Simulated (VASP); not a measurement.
# AlN (F-43m) in VASP: notebook, part 2 of 2

VASP 6.6.1.

### 4 Single point, r2SCAN+D4

This run uses another cell than the first one, of 11.04 Å³/atom, 1.039 times its volume.

The input, POSCAR:

```
AlN
1.0
    0.0000000000      2.2268278375      2.2268278375
    2.2268278375      0.0000000000      2.2268278375
    2.2268278375      2.2268278375      0.0000000000
Al N
1 1
Direct
    0.0000000000      0.0000000000      0.0000000000
    0.2500000000      0.2500000000      0.2500000000
```

The input, INCAR.step1:

```
SYSTEM = AlN
PREC     = Accurate       ! precision mode
ENCUT    = 520            ! plane-wave cutoff, eV
ISMEAR   = -1             ! smearing method
SIGMA    = 0.05           ! smearing width, eV
LREAL    = .False.        ! projectors in reciprocal space
LASPH    = .True.         ! aspherical terms in the spheres
NELM     = 100            ! most SCF steps
NBANDS   = 11             ! bands
GGA      = PE             ! functional
ALGO     = Normal         ! electronic algorithm
EDIFF    = 1E-4           ! SCF threshold, eV
LWAVE    = .True.         ! write WAVECAR
LCHARG   = .False.        ! write CHGCAR
```

The input, INCAR.step2:

```
SYSTEM = AlN
PREC     = Accurate       ! precision mode
ENCUT    = 520            ! plane-wave cutoff, eV
EDIFF    = 1E-6           ! SCF threshold, eV
ISMEAR   = -1             ! smearing method
SIGMA    = 0.05           ! smearing width, eV
LREAL    = .False.        ! projectors in reciprocal space
LASPH    = .True.         ! aspherical terms in the spheres
NELM     = 100            ! most SCF steps
ALGO     = Normal         ! electronic algorithm
ISIF     = 2              ! what is computed and relaxed
LWAVE    = .False.        ! write WAVECAR
LCHARG   = .False.        ! write CHGCAR
METAGGA  = R2SCAN         ! meta-GGA
LMIXTAU  = .True.       
IVDW     = 13             ! dispersion correction
VDW_S6   = 1.0          
VDW_S8   = 0.6018749    
VDW_A1   = 0.51559235   
VDW_A2   = 5.77342911   
NBANDS   = 11             ! bands
ISTART   = 1
```

The input, KPOINTS:

```
regular mesh
0
Gamma
  10 10 10
  0 0 0
```

Potentials or basis: VASP PAW PBE potentials, release 64 (Al, N).

Started as:

```
> cat potpaw_PBE.64/Al/POTCAR potpaw_PBE.64/N/POTCAR > POTCAR
> cp INCAR.step1 INCAR
> mpirun -np 1 vasp_std > vasp.out
> cp INCAR.step2 INCAR
> mpirun -np 1 vasp_std > vasp.out
```

OUTCAR:

```text
SYSTEM = AlN
   PREC = Accurate
   ENCUT = 520
   EDIFF = 1E-6
   ISMEAR = -1
   LREAL = .False.
   LASPH = .True.
   NELM = 100
   ISIF = 2
   METAGGA = R2SCAN
   IVDW = 13
   ISTART = 1

 ion  position               nearest neighbor table
   1  0.000  0.000  0.000-   2 1.93   2 1.93   2 1.93   2 1.93
   2  0.250  0.250  0.250-   1 1.93   1 1.93   1 1.93   1 1.93

  LATTYP: Found a face centered cubic cell.
 ALAT       =     4.4536556750

  Lattice vectors:

 A1 = (   0.0000000000,   2.2268278375,   2.2268278375)
 A2 = (   2.2268278375,   0.0000000000,   2.2268278375)
 A3 = (   2.2268278375,   2.2268278375,   0.0000000000)

Analysis of symmetry for initial positions (statically):
=====================================================================
 Subroutine PRICEL returns:
 Original cell was already a primitive cell.

 Routine SETGRP: Setting up the symmetry group for a
 face centered cubic supercell.

 Subroutine GETGRP returns: Found 24 space group operations
 (whereof 24 operations were pure point group operations)
 out of a pool of 48 trial point group operations.

The static configuration has the point symmetry T_d .

Analysis of symmetry for dynamics (positions and initial velocities):
=====================================================================
 Subroutine PRICEL returns:
 Original cell was already a primitive cell.

 Routine SETGRP: Setting up the symmetry group for a
 face centered cubic supercell.

 Subroutine GETGRP returns: Found 24 space group operations
 (whereof 24 operations were pure point group operations)
 out of a pool of 48 trial point group operations.

The dynamic configuration has the point symmetry T_d .

 Subroutine INISYM returns: Found 24 space group operations
 (whereof 24 operations are pure point group operations),
 and found     1 'primitive' translations

----------------------------------------------------------------------------------------
[... 118 lines left out ...]
   METAGGA = R2SCAN    functional components
   LHFCALC =     F    Hartree Fock is set to
   AEXX    =    0.0000 exact exchange contribution
   IVDW    =    13    specifies the selected vdW correction
   LEPSILON=     F    determine dielectric tensor
   LRPA    =     F    only Hartree local field effects (RPA)
 non-spin polarized calculation
  energy-cutoff  :      520.00
  volume of cell :       22.08
 maximum number of plane-waves:       610
   NGX = 11   NGY = 11   NGZ = 11

 number of electron       8.0000002 magnetization

 Free energy of the ion-electron system (eV)
  ---------------------------------------------------
  ext. energy  EPLUGINS =         0.00000000
  ---------------------------------------------------
  free energy    TOTEN  =       -19.13485766 eV

  energy without entropy =      -19.13485766  energy(sigma->0) =      -19.13485766

 E-fermi :   6.1597     XC(G=0): -11.1574

 val. band max:        5.1630402639   @ k =   0.0000   0.0000   0.0000
 cond. band min:       9.0497038638   @ k =   0.5000   0.5000   0.0000
 fundamental gap:      3.8866635999
 Fermi energy:         6.1597042317

 k-point     1 :       0.0000    0.0000    0.0000
  band No.  band energies     occupation
      1     -10.2482      2.00000
      2       5.1630      2.00000
      3       5.1630      2.00000
      4       5.1630      2.00000
      5       9.5208      0.00000
      6      18.0955      0.00000
      7      18.0955      0.00000
      8      18.0955      0.00000
      9      23.2192      0.00000
     10      23.2192      0.00000
     11      24.8056      0.00000
[... 309 lines left out ...]
 k-point    24 :       0.4000    0.3000    0.0000
  band No.  band energies     occupation
      1      -8.4154      2.00000
      2       1.0932      2.00000
      3       3.5056      2.00000
      4       3.7850      2.00000
      5      10.5876      0.00000
      6      15.1678      0.00000
      7      17.7514      0.00000
      8      20.1911      0.00000
      9      20.7131      0.00000
     10      26.9241      0.00000
     11      28.9859      0.00000

 [... further k-points ...]

------------------------ aborting loop because EDIFF is reached ----------------------------------------

  DFT-D4 for vdW energy calculation

  Edisp (eV):   -0.21776

  FORCE on cell =-STRESS in cart. coord.  units (eV):
  Direction    XX          YY          ZZ          XY          YZ          ZX
  --------------------------------------------------------------------------------------
  -------------------------------------------------------------------------------------
  Total      -1.73782    -1.73782    -1.73782     0.00000    -0.00000     0.00000
  in kB    -126.07400  -126.07400  -126.07400     0.00000    -0.00000     0.00000
  external pressure =     -126.07 kB  Pullay stress =        0.00 kB

 VOLUME and BASIS-vectors are now :
 -----------------------------------------------------------------------------
  energy-cutoff  :      520.00
  volume of cell :       22.08
      direct lattice vectors                 reciprocal lattice vectors
     0.000000000  2.226827838  2.226827838    -0.224534646  0.224534646  0.224534646
     2.226827838  0.000000000  2.226827838     0.224534646 -0.224534646  0.224534646
     2.226827838  2.226827838  0.000000000     0.224534646  0.224534646 -0.224534646

 POSITION                                       TOTAL-FORCE (eV/Angst)
 -----------------------------------------------------------------------------------
      0.00000      0.00000      0.00000        -0.000000     -0.000000     -0.000000
      1.11341      1.11341      1.11341         0.000000      0.000000      0.000000
 -----------------------------------------------------------------------------------
    total drift:                                0.000003      0.000003      0.000003

  FREE ENERGIE OF THE ION-ELECTRON SYSTEM (eV)
  ---------------------------------------------------
  free  energy   TOTEN  =       -19.3526171114 eV

  energy  without entropy=      -19.3526171113  energy(sigma->0) =      -19.35261711
```

OSZICAR.step1:

```text
N       E                     dE             d eps       ncg     rms          rms(c)
DAV:   1     0.116370547768E+02    0.11637E+02   -0.37522E+03  1050   0.601E+02
DAV:   2    -0.161511051589E+02   -0.27788E+02   -0.26689E+02  1276   0.134E+02
DAV:   3    -0.171025281012E+02   -0.95142E+00   -0.95006E+00  1279   0.240E+01
DAV:   4    -0.171079069056E+02   -0.53788E-02   -0.53785E-02  1145   0.198E+00
DAV:   5    -0.171079751569E+02   -0.68251E-04   -0.68251E-04  1274   0.216E-01    0.836E+00
DAV:   6    -0.148390703466E+02    0.22689E+01   -0.12084E+01  1220   0.170E+01    0.277E+00
DAV:   7    -0.148385885442E+02    0.48180E-03   -0.14864E-01  1124   0.313E+00    0.199E+00
DAV:   8    -0.148334613442E+02    0.51272E-02   -0.31647E-02  1115   0.167E+00    0.608E-01
DAV:   9    -0.148318021009E+02    0.16592E-02   -0.47283E-03  1244   0.407E-01    0.237E-01
DAV:  10    -0.148318498778E+02   -0.47777E-04   -0.52570E-04  1103   0.146E-01
   1 F= -.14831850E+02 E0= -.14831850E+02  d E =-.639851E-10
```

Run time: 20 s. Hardware: 1 thread of Intel Xeon Platinum 8375C at 2.90GHz (Ice Lake), shared host; peak memory 0.14 GiB.

Results:

```
Free energy                : -19.3526 eV
Pressure                   : -12.6 GPa
Band gap on the k mesh     : 3.89 eV, indirect (least direct gap 4.36 eV)
Dispersion energy per atom : -0.109 eV
```

Levels at points of the mesh, in eV from the valence-band top:
| k point | band 1 | band 2 | band 3 | band 4 | band 5 | band 6 | band 7 | band 8 |
| --- | --- | --- | --- | --- | --- | --- | --- | --- |
| (0.00, 0.00, 0.00) | -15.41 | 0.00 | 0.00 | 0.00 | 4.36 | 12.93 | 12.93 | 12.93 |
| (0.50, 0.00, 0.00) | -13.56 | -5.65 | -0.48 | -0.48 | 7.66 | 10.40 | 11.57 | 11.57 |
| (0.50, 0.50, 0.00) | -12.99 | -4.77 | -1.74 | -1.74 | 3.89 | 9.10 | 14.39 | 16.21 |

Caveat: the PAW data sets were made with another functional, which shifts forces and pressure a little.

### 5 Relaxation of cell and atoms, SVWN5

This run uses another cell than the first one, of 10.42 Å³/atom, 0.980 times its volume.

The input, INCAR:

```
ALGO = Normal ; EDIFF = 1E-6
EDIFFG = -0.01 ; ENCUT = 600
GGA = VW ; IBRION = 2
ISIF = 3 ; ISMEAR = -1
LASPH = T ; LCHARG = F
LREAL = F ; LWAVE = F
NELM = 80 ; NSW = 60
PREC = Accurate ; SIGMA = 0.05
```

The input, KPOINTS:

```
k-points
0
Gamma
  10 10 10
```

The input, POSCAR:

```
AlN
1.0
    0.0000000000      2.1839935596      2.1839935596
    2.1839935596      0.0000000000      2.1839935596
    2.1839935596      2.1839935596      0.0000000000
Al N
1 1
Direct
    0.0000000000      0.0000000000      0.0000000000
    0.2500000000      0.2500000000      0.2500000000
```

Started as:

```
> cat potpaw_PBE.64/Al/POTCAR potpaw_PBE.64/N/POTCAR > POTCAR
> mpirun -np 1 vasp_std > vasp.out
```

Run time: 15 s. Hardware: 1 thread of Intel Xeon Platinum 8375C at 2.90GHz (Ice Lake), shared host; peak memory 0.14 GiB.

It converged, with:

| Item | Value |
| --- | --- |
| Free energy | -16.3684 eV |
| Relaxed volume | 10.26 Å³/atom |
| Relaxed cell | a = 3.073 Å, b = 3.073 Å, c = 3.073 Å, α = 60.00°, β = 60.00°, γ = 60.00° |
| Space group after relaxing (to 0.05 Å) | F-43m (No. 216) |
| Energy gained by relaxing | 1.5 meV/atom |
| Ionic steps | 3 |
| Pressure after relaxing | 0.0 GPa |
| Band gap on the k mesh | 3.24 eV, indirect (least direct gap 4.36 eV) |

Step by step:
```csv
step,energy change (eV),largest force (eV/Å),pressure (GPa),volume (Å³)
1,0.0000,0.0000,-3.10,20.83
2,-0.0003,0.0000,3.11,20.23
3,-0.0031,0.0000,-0.01,20.52
```

Final structure:
```cif
data_structure
_symmetry_space_group_name_H-M 'P 1'
_symmetry_Int_Tables_number 1
_cell_length_a 3.0731
_cell_length_b 3.0731
_cell_length_c 3.0731
_cell_angle_alpha 60.000
_cell_angle_beta 60.000
_cell_angle_gamma 60.000
_cell_volume 20.52
loop_
_atom_site_label
_atom_site_type_symbol
_atom_site_fract_x
_atom_site_fract_y
_atom_site_fract_z
_atom_site_occupancy
Al1 Al 0.00000 0.00000 0.00000 1
N1 N 0.25000 0.25000 0.25000 1
```

Levels at points of the mesh, in eV from the valence-band top:
```tsv
k point	band 1	band 2	band 3	band 4	band 5	band 6	band 7	band 8
(0.00, 0.00, 0.00)	-14.92	0.00	0.00	0.00	4.36	12.50	12.50	12.50
(0.50, 0.00, 0.00)	-12.76	-5.98	-0.49	-0.49	7.41	9.87	11.08	11.08
(0.50, 0.50, 0.00)	-12.08	-5.00	-1.81	-1.81	3.24	8.52	13.95	15.69
```

Caveat: the PAW data sets were made with another functional, which shifts forces and pressure a little.

### 6 Single point, PBE

This run uses another cell than the first one, of 11.04 Å³/atom, 1.039 times its volume.

The input, INCAR:

```
SYSTEM = AlN
ALGO = Normal
EDIFF = 1E-7
ENCUT = 520
GGA = PE
ISIF = 2
ISMEAR = -1
LASPH = .True.
LCHARG = .True.
LELF = .True.
LREAL = .False.
LVHAR = .True.
LWAVE = .False.
NBANDS = 11
NELM = 100
PREC = Accurate
SIGMA = 0.05
```

The input, KPOINTS:

```
k-points
0
Gamma
  10 10 10
  0 0 0
```

The input, POSCAR:

```
AlN
1.0
    0.0000000000      2.2268278375      2.2268278375
    2.2268278375      0.0000000000      2.2268278375
    2.2268278375      2.2268278375      0.0000000000
Al N
1 1
Direct
    0.0000000000      0.0000000000      0.0000000000
    0.2500000000      0.2500000000      0.2500000000
```

Potentials or basis: VASP PAW PBE potentials, release 64 (Al, N).

Started as:

```
> cat potpaw_PBE.64/Al/POTCAR potpaw_PBE.64/N/POTCAR > POTCAR
> mpirun -np 1 vasp_std > vasp.out
```

It used 6.6 s of CPU time on 1 thread of Intel Xeon 6975P-C, on a shared host.

Results (log left out):

```
Free energy            : -14.8319 eV
Pressure               : -6.4 GPa
Band gap on the k mesh : 3.29 eV, indirect (least direct gap 3.69 eV)
```

Levels at points of the mesh, in eV from the valence-band top:
| k point | band 1 | band 2 | band 3 | band 4 | band 5 | band 6 | band 7 | band 8 |
| --- | --- | --- | --- | --- | --- | --- | --- | --- |
| (0.00, 0.00, 0.00) | -14.65 | 0.00 | 0.00 | 0.00 | 3.69 | 11.99 | 11.99 | 11.99 |
| (0.50, 0.00, 0.00) | -12.77 | -5.61 | -0.47 | -0.47 | 6.86 | 9.47 | 10.78 | 10.78 |
| (0.50, 0.50, 0.00) | -12.19 | -4.73 | -1.71 | -1.71 | 3.29 | 8.26 | 13.20 | 15.02 |

A k mesh can miss the band edges. PBE gaps usually lie below the measured ones, often by a third to a half.

### 7 Overview

| task | level | cell | cutoff (eV) | gap on the mesh (eV) | pressure (GPa) |
| --- | --- | --- | --- | --- | --- |
| single point | r2SCAN+D4 | a = 3.109 Å, angles 60.0°, 2 atoms | 520 | 3.92 | -5.8 |
| single point | r2SCAN+D4 | a = 3.129 Å, angles 60.0°, 2 atoms | 520 | 3.90 | -9.4 |
| single point | r2SCAN+D4 | a = 3.149 Å, angles 60.0°, 2 atoms | 520 | 3.89 | -12.6 |
| relaxation of cell and atoms | SVWN5 | relaxed from a = 3.089 Å, angles 60.0°, 2 atoms | 600 | 3.24 | 0.0 |
| single point | PBE | a = 3.149 Å, angles 60.0°, 2 atoms | 520 | 3.29 | -6.4 |

Alike in all rows: potentials or basis VASP PAW PBE potentials, release 64 (Al, N); no spin polarisation; k mesh 10 × 10 × 10; smearing fermi-dirac 0.05 eV.

Caveats: the PAW data sets were made with another functional, which shifts forces and pressure a little (some runs).

Total energies depend on the potentials used, so only differences within one code and one set of settings carry meaning.
